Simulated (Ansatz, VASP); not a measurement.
# Two plane-wave programs on PbC2

```xyz
3
Lattice="-1.9996 1.9996 3.3076 1.9996 -1.9996 3.3076 1.9996 1.9996 -3.3076" Properties=species:S:1:pos:R:3 pbc="T T T"
Pb    0.0000    0.0000    0.0000
C     0.0000    0.0000    3.9374
C     0.0000    0.0000    2.6778
```

Alike in both runs: functional LDA; k mesh 10 × 10 × 10; no spin polarisation.

Ansatz relaxed the structure, and its values are those at the end. VASP's run is a single point on that final structure, the one shown.

```csv
,VASP,Ansatz
version,VASP 6.6.1,Ansatz 0.2.0
potentials or method,"VASP PAW LDA potentials, release 64 (Pb_d, C_h), cutoff 910 eV","scalar-relativistic, plane waves, PAW"
occupations,"gaussian, width 0.01 eV",fixed
valence electrons in the cell,22,22
```

|  | VASP | Ansatz | Ansatz less VASP |
| --- | --- | --- | --- |
| gap on the k mesh at the Fermi level (eV) | 1.58 | 1.61 | +0.028 |
| least direct gap on the mesh (eV) | 2.23 | 2.26 | +0.033 |
| rms of the force components (eV/Å) | 0.022 | 0.000 | -0.0219 |

LDA's correlation is that of Perdew and Zunger in VASP and of Perdew and Wang (1992) in Ansatz.

Neither program's run includes spin-orbit coupling. Noted on VASP's run: the cutoff is under 1.25 times that of the potentials, so the pressure is a little rough.
